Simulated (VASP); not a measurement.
# SiNi (P2_13) in VASP: single point with LDA

Aim: the single point of SiNi with LDA.

All numbers are computed with VASP 6.6.1; they aren't measurements. Logs are shortened: lines on timing, memory, paths and dates and some standing lists are left out, and cuts for length are marked.

### 1 The cell of the first run

It takes space group P2_13 (No. 198, cubic). Conventional cell: a = 4.431 Å, b = 4.431 Å, c = 4.431 Å, α = 90.00°, β = 90.00°, γ = 90.00°. Within 3.1 Å of Si (site symmetry 3) lie 7 Ni at 2.33 to 2.40 Å and 6 Si at 2.74 Å. Ni (site symmetry 3) has 7 Si at 2.33 to 2.40 Å and 6 Ni at 2.73 Å within 3.1 Å.

### 2 Single point, LDA

Contents of POSCAR:

```
SiNi
1.0
    4.4306139439      0.0000000000      0.0000000000
    0.0000000000      4.4306139439      0.0000000000
    0.0000000000      0.0000000000      4.4306139439
Si Ni
4 4
Direct
    0.6536612268      0.1536612268      0.3463387732
    0.1536612268      0.3463387732      0.6536612268
    0.3463387732      0.6536612268      0.1536612268
    0.8463387732      0.8463387732      0.8463387732
    0.3506268802      0.8506268802      0.6493731198
    0.8506268802      0.6493731198      0.3506268802
    0.6493731198      0.3506268802      0.8506268802
    0.1493731198      0.1493731198      0.1493731198
```

Contents of INCAR.step1:

```
  PREC = Accurate
  ENCUT = 520
  EDIFF = 1E-7
  ISMEAR = 0
  SIGMA = 0.1
  LREAL = False
  LASPH = True
  NELM = 60
  ALGO = Normal
  ISIF = 2
  LWAVE = False
  LCHARG = True
  LMAXMIX = 4
  GGA = CA
  NBANDS = 38
```

Contents of KPOINTS.step1:

```
regular mesh
0
Gamma
  8 8 8
```

Contents of INCAR.step2:

```
  PREC = Accurate
  ENCUT = 520
  EDIFF = 1E-7
  ISMEAR = -5
  SIGMA = 0.1
  LREAL = False
  LASPH = True
  NELM = 60
  ALGO = Normal
  ISIF = 2
  LWAVE = False
  LCHARG = False
  LMAXMIX = 4
  GGA = CA
  LORBIT = 11
  NEDOS = 1001
  ICHARG = 11
```

Contents of KPOINTS.step2:

```
regular mesh
0
Gamma
  12 12 12
```

Potentials or basis: VASP PAW LDA potentials, release 64 (Si, Ni).

Started as:

```bash
cat potpaw_LDA.64/Si/POTCAR potpaw_LDA.64/Ni/POTCAR > POTCAR
cp INCAR.step1 INCAR
cp KPOINTS.step1 KPOINTS
mpirun -np 1 vasp_std > vasp.out
cp INCAR.step2 INCAR
cp KPOINTS.step2 KPOINTS
mpirun -np 1 vasp_std > vasp.out
```

OUTCAR:

```text
PREC = Accurate
   ENCUT = 520
   EDIFF = 1E-7
   ISMEAR = -5
   LREAL = False
   LASPH = True
   NELM = 60
   ISIF = 2
   GGA = CA
   LORBIT = 11
   ICHARG = 11

 ion  position               nearest neighbor table
   1  0.654  0.154  0.346-   5 2.33   6 2.36   7 2.36   8 2.36   7 2.40   6 2.40   8 2.40   2 2.74
                             4 2.74   3 2.74   3 2.74   2 2.74   4 2.74
   2  0.154  0.346  0.654-   6 2.33   5 2.36   7 2.36   8 2.36   5 2.40   8 2.40   7 2.40   1 2.74
                             3 2.74   3 2.74   4 2.74   1 2.74   4 2.74
   3  0.346  0.654  0.154-   7 2.33   6 2.36   5 2.36   8 2.36   6 2.40   5 2.40   8 2.40   1 2.74
                             2 2.74   2 2.74   1 2.74   4 2.74   4 2.74
   4  0.846  0.846  0.846-   8 2.33   6 2.36   7 2.36   5 2.36   7 2.40   6 2.40   5 2.40   2 2.74
                             3 2.74   1 2.74   1 2.74   2 2.74   3 2.74
   5  0.351  0.851  0.649-   1 2.33   2 2.36   3 2.36   4 2.36   3 2.40   2 2.40   4 2.40   8 2.73
                             6 2.73   8 2.73   6 2.73   7 2.73   7 2.73
   6  0.851  0.649  0.351-   2 2.33   1 2.36   3 2.36   4 2.36   1 2.40   4 2.40   3 2.40   5 2.73
                             7 2.73   7 2.73   5 2.73   8 2.73   8 2.73
   7  0.649  0.351  0.851-   3 2.33   2 2.36   1 2.36   4 2.36   2 2.40   1 2.40   4 2.40   6 2.73
                             6 2.73   8 2.73   8 2.73   5 2.73   5 2.73
   8  0.149  0.149  0.149-   4 2.33   2 2.36   3 2.36   1 2.36   3 2.40   2 2.40   1 2.40   5 2.73
                             7 2.73   5 2.73   7 2.73   6 2.73   6 2.73

  LATTYP: Found a simple cubic cell.
 ALAT       =     4.4306139439

  Lattice vectors:

 A1 = (   4.4306139439,   0.0000000000,   0.0000000000)
 A2 = (   0.0000000000,   4.4306139439,   0.0000000000)
 A3 = (   0.0000000000,   0.0000000000,   4.4306139439)

Analysis of symmetry for initial positions (statically):
=====================================================================
 Subroutine PRICEL returns:
 Original cell was already a primitive cell.

 Routine SETGRP: Setting up the symmetry group for a
 simple cubic supercell.

 Subroutine GETGRP returns: Found 12 space group operations
 (whereof  3 operations were pure point group operations)
 out of a pool of 48 trial point group operations.

The static configuration has the point symmetry C_3 .
 The point group associated with its full space group is T   .

Analysis of symmetry for dynamics (positions and initial velocities):
=====================================================================
 Subroutine PRICEL returns:
 Original cell was already a primitive cell.

 Routine SETGRP: Setting up the symmetry group for a
 simple cubic supercell.

 Subroutine GETGRP returns: Found 12 space group operations
 (whereof  3 operations were pure point group operations)
 out of a pool of 48 trial point group operations.

The dynamic configuration has the point symmetry C_3 .
 The point group associated with its full space group is T   .

 Subroutine INISYM returns: Found 12 space group operations
 (whereof  3 operations are pure point group operations),
 and found     1 'primitive' translations

----------------------------------------------------------------------------------------

                                     Primitive cell

  volume of cell :      86.9745

  direct lattice vectors                    reciprocal lattice vectors
     4.430613944  0.000000000  0.000000000     0.225702355  0.000000000  0.000000000
     0.000000000  4.430613944  0.000000000     0.000000000  0.225702355  0.000000000
     0.000000000  0.000000000  4.430613944     0.000000000  0.000000000  0.225702355

  length of vectors
     4.430613944  4.430613944  4.430613944     0.225702355  0.225702355  0.225702355

  position of ions in fractional coordinates (direct lattice)
     0.653661227  0.153661227  0.346338773
     0.153661227  0.346338773  0.653661227
     0.346338773  0.653661227  0.153661227
     0.846338773  0.846338773  0.846338773
     0.350626880  0.850626880  0.649373120
     0.850626880  0.649373120  0.350626880
     0.649373120  0.350626880  0.850626880
     0.149373120  0.149373120  0.149373120

  ion indices of the primitive-cell ions
   primitive index   ion index
                 1           1
                 2           2
                 3           3
                 4           4
                 5           5
                 6           6
[... 23 lines left out ...]

 TETIRR: Found   1645 inequivalent tetrahedra from    10368

 Subroutine IBZKPT returns following result:
 ===========================================

 Found    119 irreducible k-points:

 Following reciprocal coordinates:
            Coordinates               Weight
  0.000000  0.000000  0.000000      1.000000
  0.083333  0.000000  0.000000      6.000000
  0.166667  0.000000  0.000000      6.000000
  0.250000  0.000000  0.000000      6.000000
  0.333333  0.000000  0.000000      6.000000
  0.416667  0.000000  0.000000      6.000000
[... 16 lines left out ...]
 -0.166667  0.333333  0.000000     12.000000
  0.416667  0.166667  0.000000     12.000000
 [... further k-points ...]
   k-points           NKPTS =    119   k-points in BZ     NKDIM =    119   number of bands    NBANDS=     33
   number of dos      NEDOS =   1001   number of ions     NIONS =      8
   total plane-waves  NPLWV =  46656
   dimension x,y,z NGX =    36 NGY =   36 NGZ =   36
   dimension x,y,z NGXF=    72 NGYF=   72 NGZF=   72
   ions per type =               4   4
   NGX,Y,Z   is equivalent  to a cutoff of  13.51, 13.51, 13.51 a.u.
   NGXF,Y,Z  is equivalent  to a cutoff of  27.02, 27.02, 27.02 a.u.
 SYSTEM =  unknown system
   PREC   = accura    normal or accurate (medium, high low for compatibility)
   ISTART =      0    job   : 0-new  1-cont  2-samecut
   ICHARG =     11    charge: 1-file 2-atom 10-const
   ISPIN  =      1    spin polarized calculation?
   LNONCOLLINEAR =      F non collinear calculations
   LSORBIT =      F    spin-orbit coupling
   LASPH  =      T    aspherical Exc in radial PAW
   ENCUT  =  520.0 eV  38.22 Ry    6.18 a.u.   8.24  8.24  8.24*2*pi/ulx,y,z
   NELM   =     60;   NELMIN=  2; NELMDL=  0     # of ELM steps
   EDIFF  = 0.1E-06   stopping-criterion for ELM
   LREAL  =      F    real-space projection
   EDIFFG = 0.1E-05   stopping-criterion for IOM
   NSW    =      0    number of steps for IOM
   IBRION =     -1    ionic relax: 0-MD 1-quasi-New 2-CG
   NFREE  =      0    steps in history (QN), initial steepest desc. (CG)
   ISIF   =      2    stress and relaxation
   ISYM   =      2    0-nonsym 1-usesym 2-fastsym
   POTIM  = 0.5000    time-step for ionic-motion
   TEBEG  =    0.0;   TEEND  =   0.0 temperature during run
   PSTRESS=    0.0 pullay stress
   NELECT =      56.0000    total number of electrons
   NUPDOWN=      -1.0000    fix difference up-down
   EMIN   =  10.00;   EMAX   =-10.00  energy-range for DOS
   EFERMI =   0.00;   METHOD = LEGACY
   ISMEAR =    -5;   SIGMA  =   0.10  broadening in eV -4-tet -1-fermi 0-gaus
   EFERMI_NEDOS =   21; number of points for ismear=-14 and -15
   IALGO  =     38    algorithm
   IMIX   =      4    mixing-type and parameters
     AMIX     =   0.40;   BMIX     =  1.00
     AMIX_MAG =   1.60;   BMIX_MAG =  1.00
  volume/ion in A,a.u.               =      10.87        73.37
  Fermi-wavevector in a.u.,A,eV,Ry     =   1.413645  2.671401 27.189764  1.998391
  Thomas-Fermi vector in A             =   2.535269
   LORBIT       =     11    0 simple, 1 ext, 2 COOP (PROOUT), +10 PAW based schemes
   GGA     = CA    functional components
   LHFCALC =     F    Hartree Fock is set to
   AEXX    =    0.0000 exact exchange contribution
   IVDW    =     0    specifies the selected vdW correction
   LEPSILON=     F    determine dielectric tensor
   LRPA    =     F    only Hartree local field effects (RPA)
 non-spin polarized calculation
 Fermi weights with tetrahedron method with Bloechl corrections
  energy-cutoff  :      520.00
  volume of cell :       86.97
 maximum number of plane-waves:      2367
 NGX is ok and might be reduce to    36

 number of electron      56.0000002 magnetization

 Free energy of the ion-electron system (eV)
  ---------------------------------------------------
  ext. energy  EPLUGINS =         0.00000000
  ---------------------------------------------------
  free energy    TOTEN  =       -54.26727629 eV

  energy without entropy =      -54.26727629  energy(sigma->0) =      -54.26727629

 E-fermi :  12.5977     XC(G=0): -13.0107

 val. band max:       12.6576292472   @ k =   0.2500   0.2500   0.0000
 cond. band min:      12.5545282090   @ k =   0.5000   0.0833   0.0833
 fundamental gap:     -0.1031010382
 Fermi energy:        12.5976568440

 k-point     1 :       0.0000    0.0000    0.0000
  band No.  band energies     occupation
      1      -2.0229      2.00000
      2       3.5376      2.00000
      3       3.5376      2.00000
      4       3.5376      2.00000
      5       6.0320      2.00000
      6       6.0320      2.00000
[... 853 lines left out ...]
     32      14.6092      0.00000
     33      14.7343      0.00000

 [... further k-points ...]

------------------------ aborting loop because EDIFF is reached ----------------------------------------

  FORCE on cell =-STRESS in cart. coord.  units (eV):
  Direction    XX          YY          ZZ          XY          YZ          ZX
  --------------------------------------------------------------------------------------
  -------------------------------------------------------------------------------------
  Total        0.1269364      0.1269364      0.1269364      0.0000000      0.0000000     -0.0000000
  in kB        2.3383257      2.3383257      2.3383257      0.0000000      0.0000000     -0.0000000
  external PRESSURE =       2.3383257 kB  Pullay stress =       0.0000000 kB

 VOLUME and BASIS-vectors are now :
 -----------------------------------------------------------------------------
  energy-cutoff  :      520.00
  volume of cell :       86.97
      direct lattice vectors                 reciprocal lattice vectors
     4.430613944  0.000000000  0.000000000     0.225702355  0.000000000  0.000000000
     0.000000000  4.430613944  0.000000000     0.000000000  0.225702355  0.000000000
     0.000000000  0.000000000  4.430613944     0.000000000  0.000000000  0.225702355

 POSITION                                       TOTAL-FORCE (eV/Angst)
 -----------------------------------------------------------------------------------
      2.89612      0.68081      1.53449        -0.000676     -0.000676      0.000676
      0.68081      1.53449      2.89612        -0.000676      0.000676     -0.000676
      1.53449      2.89612      0.68081         0.000676     -0.000676     -0.000676
      3.74980      3.74980      3.74980         0.000676      0.000676      0.000676
      1.55349      3.76880      2.87712         0.007548      0.007548     -0.007548
      3.76880      2.87712      1.55349         0.007548     -0.007548      0.007548
      2.87712      1.55349      3.76880        -0.007548      0.007548      0.007548
      0.66181      0.66181      0.66181        -0.007548     -0.007548     -0.007548
 -----------------------------------------------------------------------------------
    total drift:                                0.000000     -0.000000     -0.000000

  FREE ENERGIE OF THE ION-ELECTRON SYSTEM (eV)
  ---------------------------------------------------
  free  energy   TOTEN  =       -54.2672762944 eV

  energy  without entropy=      -54.2672762944  energy(sigma->0) =      -54.26727629

 total charge

# of ion       s       p       d       tot
------------------------------------------
    1        0.743   0.883   0.000   1.625
    2        0.743   0.883   0.000   1.625
    3        0.743   0.883   0.000   1.625
    4        0.743   0.883   0.000   1.625
    5        0.480   0.658   8.546   9.684
    6        0.480   0.658   8.546   9.684
    7        0.480   0.658   8.546   9.684
    8        0.480   0.658   8.546   9.684
--------------------------------------------------
tot          4.892   6.163  34.184  45.239
```

Run time: 9.3 min. Hardware: 1 thread of AMD EPYC 7R13, shared host; peak memory 0.37 GiB.

What came out:

- Valence electrons inside the program's atomic spheres: Si 1.62; Ni 9.68

Spin polarisation is off, so any magnetic state and its effect on volume and gap are missing.
